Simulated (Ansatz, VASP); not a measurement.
## BaTe in VASP and in Ansatz

The input POSCAR:

```
BaTe
1.0
    0.0000000000      3.6383584296      3.5033386564
    3.6383584296      0.0000000000      3.5033386564
    3.6383584296      3.6383584296      0.0000000000
Ba Te
1 1
Direct
    0.0000000000      0.0000000000      0.0000000000
    0.5000000000      0.5000000000      0.5000000000
```

File INCAR.step1:

```
SYSTEM = BaTe
PREC = Accurate
ENCUT = 520
EDIFF = 1E-5
ISMEAR = 0
SIGMA = 0.01
LREAL = .False.
LASPH = .True.
NELM = 60
ALGO = Normal
ISIF = 2
LWAVE = .True.
LCHARG = .False.
NBANDS = 15
GGA = PE
```

The input INCAR.step2:

```
SYSTEM = BaTe
PREC = Accurate
ENCUT = 520
EDIFF = 1E-6
ISMEAR = 0
SIGMA = 0.01
LREAL = .False.
LASPH = .True.
NELM = 60
ALGO = Normal
ISIF = 2
LWAVE = .False.
LCHARG = .False.
GGA = PE
LHFCALC = .True.
HFSCREEN = 0.2079
PRECFOCK = Normal
NBANDS = 15
ISTART = 1
```

Contents of KPOINTS:

```
regular mesh
0
Gamma
  4 4 4
  0 0 0
```

Input for Ansatz:

```yaml
crystal:
  lattice:
    - [0.0, 3.6383584296, 3.5033386564]
    - [3.6383584296, 0.0, 3.5033386564]
    - [3.6383584296, 3.6383584296, 0.0]
  atoms:
    - { symbol: Ba, position: [0.0, 0.0, 0.0] }
    - { symbol: Te, position: [0.5, 0.5, 0.5] }
kpoints:
  mp_grid: { grid: [4, 4, 4] }
  band_path:
    path:
      - [0.0, 0.0, 0.0]
      - [0.5, 0.0, 0.5]
      - [0.625, 0.25, 0.625]
      - [0.375, 0.375, 0.75]
      - [0.5, 0.5, 0.5]
      - [0.5, 0.25, 0.75]
      - [0.5, 0.5, 0.0]
    npoints: 1
hamiltonian:
  xc: hse06
scf:
  occupations: { method: fixed }
  n_extra_bands: 4
output:
  forces: true
  stress: true
  eigenvalues: true
```

Change from the starting cell: epitaxial_xy strain +3.0%.

Alike in both runs: task single point; functional HSE06; k mesh 4 × 4 × 4; no spin polarisation.

```csv
,VASP,Ansatz
version,VASP 6.6.1,Ansatz 0.2.0
potentials or method,"VASP PAW PBE potentials, release 64 (Ba_sv, Te)","plane waves, PAW"
plane-wave cutoff (eV),520,420
occupations,"gaussian, width 0.01 eV",fixed
valence electrons in the cell,16,26
```

|  | VASP | Ansatz | Ansatz less VASP |
| --- | --- | --- | --- |
| gap on the k mesh at the Fermi level (eV) | 2.35 | 2.40 | +0.046 |
| pressure (GPa) | -1.3 | -1.4 | -0.17 |
| traceless stress, the component that is largest in VASP (GPa) | 1.27 | 1.21 | -0.064 |

VASP's potentials hold 16 valence electrons a cell and Ansatz's 26, so a difference there can come from the potentials and not from the codes. Ansatz's warnings: stress exchange threshold loose, stress scf threshold loose.

Spin-orbit coupling is off throughout.
